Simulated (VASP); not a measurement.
# Si (Ia-3) in VASP: notebook, part 2 of 2

VASP 6.6.1. The steps go on from the part before.

**3. Single point, PBE**

Contents of INCAR:

```
SYSTEM = Si
PREC = Accurate
ENCUT = 520
EDIFF = 1E-7
ISMEAR = 0
SIGMA = 0.1
LREAL = .FALSE.
LASPH = .TRUE.
NELM = 60
ALGO = Normal
ISIF = 2
LWAVE = .FALSE.
LCHARG = .TRUE.
GGA = PE
LELF = .TRUE.
LVHAR = .TRUE.
NBANDS = 26
```

Contents of KPOINTS:

```
regular mesh
0
G
  10 10 10
  0 0 0
```

Contents of POSCAR:

```
Si
1.0
   -3.3109000000      3.3109000000      3.3109000000
    3.3109000000     -3.3109000000      3.3109000000
    3.3109000000      3.3109000000     -3.3109000000
Si
8
Direct
    0.2060000000      0.2060000000      0.2060000000
    0.5000000000      0.0000000000      0.2940000000
    0.2940000000      0.5000000000      0.0000000000
    0.0000000000      0.2940000000      0.5000000000
    0.7940000000      0.7940000000      0.7940000000
    0.5000000000      0.0000000000      0.7060000000
    0.7060000000      0.5000000000      0.0000000000
    0.0000000000      0.7060000000      0.5000000000
```

Potentials or basis: VASP PAW PBE potentials, release 64 (Si).

On the command line:

```
$ cat potpaw_PBE.64/Si/POTCAR > POTCAR
$ mpirun -np 1 vasp_std > vasp.out
```

Run time: 1.9 min. Hardware: 1 thread of Intel Xeon 6975P-C (Granite Rapids), shared host; peak memory 0.39 GiB.

The run converged. Its results:

```yaml
Free_energy: -42.1154 eV
Pressure: 0.9 GPa
Largest_force: 0.184 eV/Å
Band_gap_on_the_k_mesh: zero (bands 16 and 17 overlap by 0.27 eV)
```

Forces in eV/Å, atoms in the order of the input:
```
Si  -0.106 -0.106 -0.106
Si   0.106  0.106 -0.106
Si  -0.106  0.106  0.106
Si   0.106 -0.106  0.106
Si   0.106  0.106  0.106
Si  -0.106 -0.106  0.106
Si   0.106 -0.106 -0.106
Si  -0.106  0.106 -0.106
```

Levels at points of the mesh, in eV from the Fermi level:
```
           k point  band 12  band 13  band 14  band 15  band 16  band 17  band 18  band 19  band 20  band 21
(0.00, 0.00, 0.00)    -4.13    -4.13    -1.49    -1.49    -0.78     1.76     1.76     1.76     3.76     3.76
(0.50, 0.00, 0.00)    -2.65    -2.10    -2.10    -1.31    -1.31     0.37     0.37     2.02     2.02     2.17
(0.50, 0.50, 0.50)    -2.64    -2.64    -0.69     0.24     0.24     0.24     2.86     2.86     2.86     2.87
```

Caveat: semilocal functionals underestimate gaps, and a narrow one can read as zero.

**4. Single point, PBE**

Contents of INCAR:

```
PREC = Accurate
ENCUT = 520
EDIFF = 1E-6
ISMEAR = 0
SIGMA = 0.1
LREAL = False
LASPH = True
NELM = 60
ALGO = Normal
ISIF = 2
LWAVE = False
LCHARG = False
GGA = PE
NBANDS = 26
```

Contents of KPOINTS:

```
Automatic mesh
0
Gamma
  12 12 12
```

POSCAR is that of step 3.

On the command line:

```
$ cat potpaw_PBE.64/Si/POTCAR > POTCAR
$ mpirun -np 1 vasp_std > vasp.out
```

Wall time 2.8 min (1 thread of Intel Xeon 6975P-C (Granite Rapids), shared host); peak memory 0.46 GiB.

Results (log left out):

```yaml
Free_energy: -42.1149 eV
Pressure: 0.9 GPa
Largest_force: 0.186 eV/Å
Band_gap_on_the_k_mesh: zero (bands 16 and 17 overlap by 0.25 eV)
```

Forces in eV/Å, atoms in the order of the input:
```
Si  -0.107 -0.107 -0.107
Si   0.107  0.107 -0.107
Si  -0.107  0.107  0.107
Si   0.107 -0.107  0.107
Si   0.107  0.107  0.107
Si  -0.107 -0.107  0.107
Si   0.107 -0.107 -0.107
Si  -0.107  0.107 -0.107
```

Levels at points of the mesh, in eV from the Fermi level:
| k point | band 14 | band 15 | band 16 | band 17 | band 18 | band 19 |
| --- | --- | --- | --- | --- | --- | --- |
| (0.00, 0.00, 0.00) | -1.49 | -1.49 | -0.77 | 1.77 | 1.77 | 1.77 |
| (0.50, 0.00, 0.00) | -2.09 | -1.30 | -1.30 | 0.38 | 0.38 | 2.02 |
| (0.50, 0.50, 0.50) | -0.69 | 0.25 | 0.25 | 0.25 | 2.86 | 2.86 |

Caveat: semilocal functionals underestimate gaps, and a narrow one can read as zero.

**5. Single point, r2SCAN**

POSCAR is that of step 4.

Contents of INCAR.step1:

```
PREC = Accurate ; ENCUT = 520
ISMEAR = 0 ; SIGMA = 0.1
LREAL = False ; LASPH = True
NELM = 60 ; NBANDS = 26
GGA = PE ; ALGO = Normal
EDIFF = 1E-4 ; LWAVE = True
LCHARG = False
```

Contents of INCAR.step2:

```
PREC = Accurate ; ENCUT = 520
EDIFF = 1E-6 ; ISMEAR = 0
SIGMA = 0.1 ; LREAL = False
LASPH = True ; NELM = 60
ALGO = Normal ; ISIF = 2
LWAVE = False ; LCHARG = False
METAGGA = R2SCAN ; LMIXTAU = True
NBANDS = 26 ; ISTART = 1
```

Contents of KPOINTS:

```
Automatic mesh
0
Gamma
  8 8 8
```

Potentials or basis: VASP PAW PBE potentials, release 64 (Si).

On the command line:

```
$ cat potpaw_PBE.64/Si/POTCAR > POTCAR
$ cp INCAR.step1 INCAR
$ mpirun -np 1 vasp_std > vasp.out
$ cp INCAR.step2 INCAR
$ mpirun -np 1 vasp_std > vasp.out
```

OUTCAR:

```text
PREC = Accurate
   ENCUT = 520
   EDIFF = 1E-6
   ISMEAR = 0
   LREAL = False
   LASPH = True
   NELM = 60
   ISIF = 2
   METAGGA = R2SCAN
   ISTART = 1

 ion  position               nearest neighbor table
   1  0.206  0.206  0.206-   5 2.36   3 2.38   4 2.38   2 2.38
   2  0.500  0.000  0.294-   6 2.36   4 2.38   1 2.38   3 2.38
   3  0.294  0.500  0.000-   7 2.36   2 2.38   1 2.38   4 2.38
   4  0.000  0.294  0.500-   8 2.36   2 2.38   1 2.38   3 2.38
[... 914 lines left out ...]
  Total       -0.0526442     -0.0526442     -0.0526442     -0.0000000      0.0000000      0.0000000
  in kB       -0.5809826     -0.5809826     -0.5809826     -0.0000000      0.0000000      0.0000000
  external PRESSURE =      -0.5809826 kB  Pullay stress =       0.0000000 kB

 VOLUME and BASIS-vectors are now :
 -----------------------------------------------------------------------------
  energy-cutoff  :      520.00
  volume of cell :      145.18
      direct lattice vectors                 reciprocal lattice vectors
    -3.310900000  3.310900000  3.310900000     0.000000000  0.151016340  0.151016340
     3.310900000 -3.310900000  3.310900000     0.151016340  0.000000000  0.151016340
     3.310900000  3.310900000 -3.310900000     0.151016340  0.151016340  0.000000000

 POSITION                                       TOTAL-FORCE (eV/Angst)
 -----------------------------------------------------------------------------------
      0.68205      0.68205      0.68205        -0.211693     -0.211693     -0.211693
     -0.68205      2.62885      0.68205         0.211693      0.211693     -0.211693
      0.68205     -0.68205      2.62885        -0.211693      0.211693      0.211693
      2.62885      0.68205     -0.68205         0.211693     -0.211693      0.211693
      2.62885      2.62885      2.62885         0.211693      0.211693      0.211693
      0.68205      3.99295     -0.68205        -0.211693     -0.211693      0.211693
     -0.68205      0.68205      3.99295         0.211693     -0.211693     -0.211693
      3.99295     -0.68205      0.68205        -0.211693      0.211693     -0.211693
 -----------------------------------------------------------------------------------
    total drift:                               -0.000000     -0.000000      0.000000

  FREE ENERGIE OF THE ION-ELECTRON SYSTEM (eV)
  ---------------------------------------------------
  free  energy   TOTEN  =       -68.6524559804 eV

  energy  without entropy=      -68.6490426258  energy(sigma->0) =      -68.65074930
```

It took 8.7 min on 1 thread of Intel Xeon Platinum 8259CL at 2.50GHz (Skylake/Cascade Lake), shared host; peak memory 0.39 GiB.

What came out:

```
Free energy            : -68.6525 eV
Pressure               : -0.1 GPa
Largest force          : 0.367 eV/Å
Band gap on the k mesh : zero (bands 16 and 17 overlap by 0.21 eV)
```

Forces on the atoms (eV/Å):
```
Si  -0.212 -0.212 -0.212
Si   0.212  0.212 -0.212
Si  -0.212  0.212  0.212
Si   0.212 -0.212  0.212
Si   0.212  0.212  0.212
Si  -0.212 -0.212  0.212
Si   0.212 -0.212 -0.212
Si  -0.212  0.212 -0.212
```

Caveat: semilocal functionals underestimate gaps, and a narrow one can read as zero; the PAW data sets were made with another functional, which shifts forces and pressure a little.

**6. Overview**

| level | k mesh | smearing | gap on the mesh (eV) | pressure (GPa) | largest force (eV/Å) |
| --- | --- | --- | --- | --- | --- |
| PBE | 8 × 8 × 8 | tetrahedron | none | 0.9 | 0.20 |
| PBE | 10 × 10 × 10 | gaussian 0.1 eV | none | 0.9 | 0.18 |
| PBE | 12 × 12 × 12 | gaussian 0.1 eV | none | 0.9 | 0.19 |
| r2SCAN | 8 × 8 × 8 | gaussian 0.1 eV | none | -0.1 | 0.37 |

Alike in all rows: task single point; potentials or basis VASP PAW PBE potentials, release 64 (Si); no spin polarisation; cell as given; cutoff (eV) 520.

The pressure there spans -0.1 GPa (r2SCAN) to 0.9 GPa (PBE); a positive pressure means that this level wants a larger cell, a negative one a smaller.

Caveats: semilocal functionals underestimate gaps, and a narrow one can read as zero; the PAW data sets were made with another functional, which shifts forces and pressure a little (at least some runs).

Total energies depend on the potentials used, so only differences within one code and one set of settings carry meaning.
